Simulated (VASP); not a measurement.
# Rh (Fm-3m) in VASP: notebook

The runs below take Rh through single point, relaxation of cell and atoms, with PBE.

Program: VASP 6.6.1. These are calculated values, not measurements. Logs are shortened: lines on timing, memory, paths and dates and some standing lists are left out, and cuts for length are marked.

### 1 The cell of the first run

It takes space group Fm-3m (No. 225, cubic). The conventional cell has a = 3.830 Å, b = 3.830 Å, c = 3.830 Å, α = 90.00°, β = 90.00°, γ = 90.00°. Within 3.6 Å of Rh (site symmetry m-3m) lie 12 Rh at 2.71 Å.

### 2 Single point, PBE

File INCAR:

```
PREC     = Accurate       # precision mode
ENCUT    = 520            # plane-wave cutoff, eV
EDIFF    = 1E-6           # SCF threshold, eV
ISMEAR   = 0              # smearing method
SIGMA    = 0.1            # smearing width, eV
LREAL    = False          # projectors in reciprocal space
LASPH    = True           # aspherical terms in the spheres
NELM     = 100            # most SCF steps
ALGO     = Normal         # electronic algorithm
ISIF     = 2              # what is computed and relaxed
LWAVE    = False          # write WAVECAR
LCHARG   = True           # write CHGCAR
GGA      = PE             # functional
LELF     = True           # ELF
LVHAR    = True         
NBANDS   = 38             # bands
```

File KPOINTS:

```
regular mesh
0
Gamma
  12 12 12
```

File POSCAR:

```
Rh
1.0
    3.8299378968      0.0000000000      0.0000000000
    0.0000000000     -3.8299378968      0.0000000000
    0.0000000000      0.0000000000     -3.8299378968
Rh
4
Direct
    0.0000000000      0.5000000000      0.5000000000
    0.5000000000      0.0000000000      0.5000000000
    0.5000000000      0.5000000000      0.0000000000
    0.0000000000      0.0000000000      0.0000000000
```

Potentials or basis: VASP PAW PBE potentials, release 64 (Rh_pv).

Command:

```console
> cat potpaw_PBE.64/Rh_pv/POTCAR > POTCAR
> mpirun -np 1 vasp_std > vasp.out
```

OUTCAR:

```text
PREC = Accurate
   ENCUT = 520
   EDIFF = 1E-6
   ISMEAR = 0
   LREAL = False
   LASPH = True
   NELM = 100
   ISIF = 2
   GGA = PE

 ion  position               nearest neighbor table
   1  0.000  0.500  0.500-   2 2.71   3 2.71   4 2.71   3 2.71   4 2.71   2 2.71   4 2.71   4 2.71
                             2 2.71   3 2.71   3 2.71   2 2.71
   2  0.500  0.000  0.500-   1 2.71   3 2.71   4 2.71   3 2.71   4 2.71   1 2.71   3 2.71   3 2.71
                             1 2.71   4 2.71   4 2.71   1 2.71
   3  0.500  0.500  0.000-   1 2.71   2 2.71   4 2.71   1 2.71   2 2.71   2 2.71   4 2.71   2 2.71
                             1 2.71   4 2.71   1 2.71   4 2.71
   4  0.000  0.000  0.000-   1 2.71   2 2.71   3 2.71   1 2.71   2 2.71   1 2.71   3 2.71   1 2.71
                             2 2.71   3 2.71   2 2.71   3 2.71

  LATTYP: Found a simple cubic cell.
 ALAT       =     3.8299378968

  Lattice vectors:

 A1 = (   3.8299378968,   0.0000000000,   0.0000000000)
 A2 = (   0.0000000000,  -3.8299378968,   0.0000000000)
 A3 = (   0.0000000000,   0.0000000000,  -3.8299378968)

Analysis of symmetry for initial positions (statically):
=====================================================================
 Subroutine PRICEL returns following result:

  LATTYP: Found a face centered cubic cell.
 ALAT       =     3.8299378968

  Lattice vectors:

 A1 = (   1.9149689484,   1.9149689484,   0.0000000000)
 A2 = (   1.9149689484,   0.0000000000,  -1.9149689484)
 A3 = (   0.0000000000,   1.9149689484,  -1.9149689484)

   4 primitive cells build up your supercell.

 Routine SETGRP: Setting up the symmetry group for a
 simple cubic supercell.

 Subroutine GETGRP returns: Found 48 space group operations
 (whereof 48 operations were pure point group operations)
 out of a pool of 48 trial point group operations.

The static configuration has the point symmetry O_h .

Analysis of symmetry for dynamics (positions and initial velocities):
=====================================================================
 Subroutine PRICEL returns following result:

  LATTYP: Found a face centered cubic cell.
 ALAT       =     3.8299378968

  Lattice vectors:

 A1 = (   1.9149689484,   1.9149689484,   0.0000000000)
 A2 = (   1.9149689484,   0.0000000000,  -1.9149689484)
 A3 = (   0.0000000000,   1.9149689484,  -1.9149689484)

   4 primitive cells build up your supercell.

 Routine SETGRP: Setting up the symmetry group for a
 simple cubic supercell.

 Subroutine GETGRP returns: Found 48 space group operations
 (whereof 48 operations were pure point group operations)
 out of a pool of 48 trial point group operations.

The dynamic configuration has the point symmetry O_h .

 Subroutine INISYM returns: Found 48 space group operations
 (whereof 48 operations are pure point group operations),
 and found     4 'primitive' translations

----------------------------------------------------------------------------------------

                                     Primitive cell

  volume of cell :      14.0448

  direct lattice vectors                    reciprocal lattice vectors
     1.914968948  1.914968948  0.000000000     0.261100839  0.261100839  0.261100839
     1.914968948  0.000000000 -1.914968948     0.261100839 -0.261100839 -0.261100839
     0.000000000  1.914968948 -1.914968948    -0.261100839  0.261100839 -0.261100839

  length of vectors
     2.708175058  2.708175058  2.708175058     0.452239920  0.452239920  0.452239920

  position of ions in fractional coordinates (direct lattice)
     0.000000000  0.000000000  1.000000000

  ion indices of the primitive-cell ions
   primitive index   ion index
                 1           1

----------------------------------------------------------------------------------------

 KPOINTS: regular mesh

Automatic generation of k-mesh.
 Grid dimensions read from file:
 generate k-points for:   12   12   12

 Generating k-lattice:

  Cartesian coordinates                     Fractional coordinates (reciprocal lattice)
     0.021758403  0.000000000  0.000000000     0.083333333  0.000000000  0.000000000
     0.000000000 -0.021758403  0.000000000     0.000000000  0.083333333  0.000000000
     0.000000000  0.000000000 -0.021758403     0.000000000  0.000000000  0.083333333

  Length of vectors
     0.021758403  0.021758403  0.021758403

  Shift w.r.t. Gamma in fractional coordinates (k-lattice)
     0.000000000  0.000000000  0.000000000

 Subroutine IBZKPT returns following result:
 ===========================================

 Found     84 irreducible k-points:

 Following reciprocal coordinates:
            Coordinates               Weight
  0.000000  0.000000  0.000000      1.000000
  0.083333  0.000000  0.000000      6.000000
  0.166667  0.000000  0.000000      6.000000
  0.250000  0.000000  0.000000      6.000000
  0.333333  0.000000  0.000000      6.000000
  0.416667  0.000000  0.000000      6.000000
[... 16 lines left out ...]
[... 40 lines left out ...]
     AMIX     =   0.40;   BMIX     =  1.00
     AMIX_MAG =   1.60;   BMIX_MAG =  1.00
  volume/ion in A,a.u.               =      14.04        94.78
  Fermi-wavevector in a.u.,A,eV,Ry     =   1.673402  3.162271 38.100026  2.800273
  Thomas-Fermi vector in A             =   2.758379
   LORBIT       =      0    0 simple, 1 ext, 2 COOP (PROOUT), +10 PAW based schemes
   GGA     = PE    functional components
   LHFCALC =     F    Hartree Fock is set to
   AEXX    =    0.0000 exact exchange contribution
   IVDW    =     0    specifies the selected vdW correction
   LEPSILON=     F    determine dielectric tensor
   LRPA    =     F    only Hartree local field effects (RPA)
 non-spin polarized calculation
 Gauss-broadening in eV      SIGMA  =   0.10
  energy-cutoff  :      520.00
  volume of cell :       56.18
 maximum number of plane-waves:      1532
   NGX = 15   NGY = 15   NGZ = 15

 number of electron      60.0000049 magnetization

 Free energy of the ion-electron system (eV)
  ---------------------------------------------------
  ext. energy  EPLUGINS =         0.00000000
  ---------------------------------------------------
  free energy    TOTEN  =       -29.05039685 eV

  energy without entropy =      -29.02819342  energy(sigma->0) =      -29.03929514

 E-fermi :  11.5199     XC(G=0): -13.8955

 val. band max:       11.4684762188   @ k =   0.3333   0.0833   0.0000
 cond. band min:      11.5204718262   @ k =   0.4167   0.3333   0.1667
 fundamental gap:      0.0519956074
 Fermi energy:        11.5199365549

 k-point     1 :       0.0000    0.0000    0.0000
  band No.  band energies     occupation
      1     -35.4725      2.00000
      2     -35.4725      2.00000
      3     -35.4725      2.00000
      4     -35.0826      2.00000
      5     -35.0826      2.00000
      6     -35.0826      2.00000
[... 30 lines left out ...]
     37      23.5202      0.00000
     38      23.5202      0.00000

 k-point     2 :       0.0833    0.0000    0.0000
  band No.  band energies     occupation
      1     -35.4660      2.00000
      2     -35.4660      2.00000
      3     -35.4623      2.00000
      4     -35.0894      2.00000
      5     -35.0894      2.00000
      6     -35.0831      2.00000
[... 30 lines left out ...]
     37      23.4551      0.00000
     38      23.4551      0.00000

 k-point     3 :       0.1667    0.0000    0.0000
  band No.  band energies     occupation
      1     -35.4469      2.00000
      2     -35.4469      2.00000
      3     -35.4323      2.00000
      4     -35.1093      2.00000
      5     -35.1093      2.00000
      6     -35.0843      2.00000
[... 30 lines left out ...]
     37      23.2713      0.00000
     38      23.2713      0.00000

 k-point     4 :       0.2500    0.0000    0.0000
  band No.  band energies     occupation
      1     -35.4165      2.00000
      2     -35.4165      2.00000
      3     -35.3841      2.00000
      4     -35.1408      2.00000
      5     -35.1408      2.00000
      6     -35.0860      2.00000
[... 30 lines left out ...]
     37      23.0204      0.00000
     38      23.0204      0.00000
[... 703 lines left out ...]
      4     -35.2368      2.00000
      5     -35.2334      2.00000
      6     -35.2334      2.00000
[... 30 lines left out ...]
     37      22.4462      0.00000
     38      22.4462      0.00000

 k-point    23 :       0.3333    0.3333    0.0000
  band No.  band energies     occupation
      1     -35.3401      2.00000
      2     -35.3401      2.00000
      3     -35.2927      2.00000
      4     -35.2889      2.00000
      5     -35.1704      2.00000
      6     -35.1110      2.00000
[... 30 lines left out ...]
     37      21.2467      0.00000
     38      23.3372      0.00000

 k-point    24 :       0.4167    0.3333    0.0000
  band No.  band energies     occupation
      1     -35.3393      2.00000
      2     -35.3159      2.00000
      3     -35.3105      2.00000
      4     -35.2463      2.00000
      5     -35.2235      2.00000
      6     -35.1542      2.00000
[... 30 lines left out ...]
     37      22.2951      0.00000
     38      23.4721      0.00000

 [... further k-points ...]
[... 5 lines left out ...]
  --------------------------------------------------------------------------------------
  -------------------------------------------------------------------------------------
  Total       -0.0089348     -0.0089348     -0.0089348      0.0000000     -0.0000000     -0.0000000
  in kB       -0.2548116     -0.2548116     -0.2548116      0.0000000     -0.0000000     -0.0000000
  external PRESSURE =      -0.2548116 kB  Pullay stress =       0.0000000 kB

 VOLUME and BASIS-vectors are now :
 -----------------------------------------------------------------------------
  energy-cutoff  :      520.00
  volume of cell :       56.18
      direct lattice vectors                 reciprocal lattice vectors
     3.829937897  0.000000000  0.000000000     0.261100839  0.000000000  0.000000000
     0.000000000 -3.829937897  0.000000000     0.000000000 -0.261100839  0.000000000
     0.000000000  0.000000000 -3.829937897     0.000000000  0.000000000 -0.261100839

 POSITION                                       TOTAL-FORCE (eV/Angst)
 -----------------------------------------------------------------------------------
      0.00000     -1.91497     -1.91497        -0.000000     -0.000000     -0.000000
      1.91497      0.00000     -1.91497         0.000000      0.000000      0.000000
      1.91497     -1.91497      0.00000         0.000000     -0.000000     -0.000000
      0.00000      0.00000      0.00000        -0.000000      0.000000      0.000000
 -----------------------------------------------------------------------------------
    total drift:                                0.000000     -0.000000     -0.000000

  FREE ENERGIE OF THE ION-ELECTRON SYSTEM (eV)
  ---------------------------------------------------
  free  energy   TOTEN  =       -29.0503968534 eV

  energy  without entropy=      -29.0281934193  energy(sigma->0) =      -29.03929514
```

Run time: 49 s. Hardware: 1 thread of AMD EPYC 9R45 (Zen 5), shared host; peak memory 0.21 GiB.

Results:

```yaml
Free_energy: -29.0504 eV
Pressure: 0.0 GPa
Band_gap_on_the_k_mesh: zero (band 30 reaches 12.46 eV, above the bottom of band 31 at 10.45 eV)
```

### 3 Relaxation of cell and atoms, PBE

File INCAR:

```
ALGO = Normal ; EDIFF = 1E-7
EDIFFG = -0.015 ; ENCUT = 600
GGA = PE ; IBRION = 2
ISIF = 3 ; ISMEAR = 0
LASPH = T ; LCHARG = F
LREAL = F ; LWAVE = F
NELM = 100 ; NSW = 80
PREC = Accurate ; SIGMA = 0.1
```

File KPOINTS:

```
k-points
0
Gamma
  12 12 12
```

POSCAR is that of step 2.

Potentials or basis: VASP PAW PBE potentials, release 64 (Rh_pv).

Command:

```console
> cat potpaw_PBE.64/Rh_pv/POTCAR > POTCAR
> mpirun -np 1 vasp_std > vasp.out
```

Run time: 80 s. Hardware: 1 thread of AMD EPYC 9R45 (Zen 5), shared host; peak memory 0.24 GiB.

The run converged. Its results:

```
Free energy             : -29.0512 eV
Pressure after relaxing : -0.2 GPa
Band gap on the k mesh  : zero (band 30 reaches 12.46 eV, above the bottom of band 31 at 10.45 eV)
```

Final structure:
```cif
data_structure
_symmetry_space_group_name_H-M 'P 1'
_symmetry_Int_Tables_number 1
_cell_length_a 3.8299
_cell_length_b 3.8299
_cell_length_c 3.8299
_cell_angle_alpha 90.000
_cell_angle_beta 90.000
_cell_angle_gamma 90.000
_cell_volume 56.18
loop_
_atom_site_label
_atom_site_type_symbol
_atom_site_fract_x
_atom_site_fract_y
_atom_site_fract_z
_atom_site_occupancy
Rh1 Rh 0.00000 0.50000 0.50000 1
Rh2 Rh 0.50000 0.00000 0.50000 1
Rh3 Rh 0.50000 0.50000 0.00000 1
Rh4 Rh 0.00000 0.00000 0.00000 1
```

Levels at points of the mesh, in eV from the Fermi level:
| k point | band 27 | band 28 | band 29 | band 30 | band 31 | band 32 | band 33 | band 34 |
| --- | --- | --- | --- | --- | --- | --- | --- | --- |
| (0.00, 0.00, 0.00) | 0.51 | 0.94 | 0.94 | 0.94 | 0.94 | 0.94 | 0.94 | 3.23 |
| (0.50, 0.00, 0.00) | -1.42 | -1.42 | -1.17 | -1.17 | -0.27 | -0.27 | 0.94 | 0.94 |
| (0.50, 0.50, 0.00) | -1.84 | -1.84 | -1.07 | -1.07 | -1.07 | -1.07 | 2.97 | 2.97 |
| (0.50, 0.50, 0.50) | 0.54 | 0.54 | 0.54 | 0.54 | 0.54 | 0.54 | 0.75 | 0.75 |

Caveat: the relaxation stopped at its first step, so nothing moved.

### 4 Single point, PBE

This run uses another cell than the first one: it holds 1 atom, not 4.

File INCAR:

```
  ALGO = Normal
  EDIFF = 1E-6
  ENCUT = 520
  GGA = PE
  ISIF = 2
  ISMEAR = 0
  LASPH = T
  LCHARG = F
  LREAL = F
  LWAVE = F
  NBANDS = 14
  NELM = 80
  PREC = Accurate
  SIGMA = 0.1
```

File KPOINTS:

```
k-points
0
Gamma
  8 8 8
```

File POSCAR:

```
Rh
1.0
    0.0000000000      1.9029860865      1.9029860865
    1.9029860865      0.0000000000      1.9029860865
    1.9029860865      1.9029860865      0.0000000000
Rh
1
Direct
    0.0000000000      0.0000000000      0.0000000000
```

Command:

```console
> cat potpaw_PBE.64/Rh_pv/POTCAR > POTCAR
> mpirun -np 1 vasp_std > vasp.out
```

It took 3.4 s on 1 thread of Intel Xeon 6975P-C (Granite Rapids), shared host; peak memory 0.12 GiB.

It converged, with:

| Quantity | Value |
| --- | --- |
| Free energy | -7.2266 eV |
| Pressure | 6.0 GPa |

Levels at points of the mesh, in eV from the Fermi level:
| k point | band 3 | band 4 | band 5 | band 6 | band 7 | band 8 | band 9 | band 10 | band 11 | band 12 |
| --- | --- | --- | --- | --- | --- | --- | --- | --- | --- | --- |
| (0.00, 0.00, 0.00) | -46.37 | -7.97 | -3.08 | -3.08 | -3.08 | -0.99 | -0.99 | 15.95 | 20.57 | 21.41 |
| (0.50, 0.00, 0.00) | -46.48 | -6.12 | -3.16 | -3.16 | 0.56 | 0.56 | 0.70 | 8.60 | 15.47 | 20.57 |
| (0.50, 0.50, 0.00) | -46.64 | -6.31 | -5.95 | 0.53 | 0.97 | 0.97 | 3.23 | 12.23 | 13.28 | 13.28 |

### 5 Single point, PBE

This run uses another cell than the first one: it holds 1 atom, not 4.

File INCAR:

```
ALGO = Fast
EDIFF = 1E-7
ENCUT = 520
GGA = PE
ISIF = 2
ISMEAR = 0
LASPH = T
LCHARG = F
LREAL = F
LWAVE = F
NBANDS = 14
NELM = 80
PREC = Accurate
SIGMA = 0.1
```

File KPOINTS:

```
k-points
0
Gamma
  18 18 18
```

File POSCAR:

```
Rh
1.0
    0.0000000000      1.9149689484      1.9149689484
    1.9149689484      0.0000000000      1.9149689484
    1.9149689484      1.9149689484      0.0000000000
Rh
1
Direct
    0.0000000000      0.0000000000      0.0000000000
```

Command:

```console
> cat potpaw_PBE.64/Rh_pv/POTCAR > POTCAR
> mpirun -np 1 vasp_std > vasp.out
```

Wall time 14 s (1 thread of Intel Xeon 6975P-C (Granite Rapids), shared host); peak memory 0.14 GiB.

It converged, with:

```yaml
Free_energy: -7.2617 eV
Pressure: 0.0 GPa
```

Levels at points of the mesh, in eV from the Fermi level:
```csv
k point,band 4,band 5,band 6,band 7,band 8,band 9,band 10,band 11
"(0.00, 0.00, 0.00)",-7.80,-2.98,-2.98,-2.98,-0.97,-0.97,16.01,20.58
"(0.50, 0.00, 0.00)",-5.95,-3.06,-3.06,0.54,0.54,0.76,8.42,15.50
"(0.50, 0.50, 0.00)",-6.12,-5.76,0.51,0.94,0.94,3.24,12.00,13.20
```

### 6 Relaxation of cell and atoms, PBE

This run uses another cell than the first one: it holds 1 atom, not 4.

File INCAR:

```
  PREC = Accurate
  ENCUT = 600
  EDIFF = 1E-6
  ISMEAR = 0
  SIGMA = 0.1
  LREAL = F
  LASPH = T
  NELM = 80
  ALGO = Normal
  ISIF = 3
  LWAVE = F
  LCHARG = F
  GGA = PE
  IBRION = 2
  NSW = 100
  EDIFFG = -0.005
```

File KPOINTS:

```
Automatic mesh
0
Gamma
  18 18 18
```

File POSCAR:

```
Rh
1.0
    0.0000000000      1.9029860865      1.9029860865
    1.9029860865      0.0000000000      1.9029860865
    1.9029860865      1.9029860865      0.0000000000
Rh
1
Direct
    0.0000000000      0.0000000000      0.0000000000
```

Potentials or basis: VASP PAW PBE potentials, release 64 (Rh_pv).

Command:

```console
> cat potpaw_PBE.64/Rh_pv/POTCAR > POTCAR
> mpirun -np 1 vasp_std > vasp.out
```

Run time: 22 s. Hardware: 1 thread of Intel Xeon 6975P-C (Granite Rapids), shared host; peak memory 0.17 GiB.

The run converged. Its results:

| Quantity | Value |
| --- | --- |
| Free energy | -7.2615 eV |
| Relaxed volume | 14.04 Å³/atom |
| Relaxed cell | a = 2.708 Å, b = 2.708 Å, c = 2.708 Å, α = 60.00°, β = 60.00°, γ = 60.00° |
| Space group after relaxing (to 0.05 Å) | Fm-3m (No. 225) |
| Energy gained by relaxing | 3.9 meV/atom |
| Ionic steps | 3 |
| Pressure after relaxing | 0.0 GPa |

The path:
| step | energy change (eV) | largest force (eV/Å) | pressure (GPa) | volume (Å³) |
| --- | --- | --- | --- | --- |
| 1 | 0.0000 | 0.0000 | 4.99 | 13.78 |
| 2 | 0.0161 | 0.0000 | -9.95 | 14.66 |
| 3 | -0.0039 | 0.0000 | -0.03 | 14.04 |

Final structure:
```
Rh
1.0
     0.00000    1.91489    1.91489
     1.91489    0.00000    1.91489
     1.91489    1.91489    0.00000
Rh
1
Direct
  0.00000 0.00000 0.00000
```

Levels at points of the mesh, in eV from the Fermi level:
```csv
k point,band 3,band 4,band 5,band 6,band 7,band 8,band 9,band 10,band 11
"(0.00, 0.00, 0.00)",-46.35,-7.80,-2.98,-2.98,-2.98,-0.97,-0.97,16.01,20.58
"(0.50, 0.00, 0.00)",-46.45,-5.95,-3.06,-3.06,0.54,0.54,0.76,8.42,15.50
"(0.50, 0.50, 0.00)",-46.60,-6.12,-5.76,0.51,0.94,0.94,3.24,12.00,13.20
```

### 7 Summary

| task | cell | k mesh | cutoff (eV) | gap on the mesh (eV) | pressure (GPa) |
| --- | --- | --- | --- | --- | --- |
| single point | a = 3.830 Å, 4 atoms | 12 × 12 × 12 | 520 | none | 0.0 |
| relaxation of cell and atoms | relaxed from a = 3.830 Å, 4 atoms | 12 × 12 × 12 | 600 | none | -0.2 |
| single point | a = 2.691 Å, angles 60.0°, 1 atom | 8 × 8 × 8 | 520 | none | 6.0 |
| single point | a = 2.708 Å, angles 60.0°, 1 atom | 18 × 18 × 18 | 520 | none | 0.0 |
| relaxation of cell and atoms | relaxed from a = 2.691 Å, angles 60.0°, 1 atom | 18 × 18 × 18 | 600 | none | 0.0 |

Alike in all rows: level PBE; potentials or basis VASP PAW PBE potentials, release 64 (Rh_pv); no spin polarisation; smearing gaussian 0.1 eV.

Caveats: the relaxation stopped at its first step, so nothing moved (some runs).

Total energies depend on the potentials used, so only differences within one code and one set of settings carry meaning.
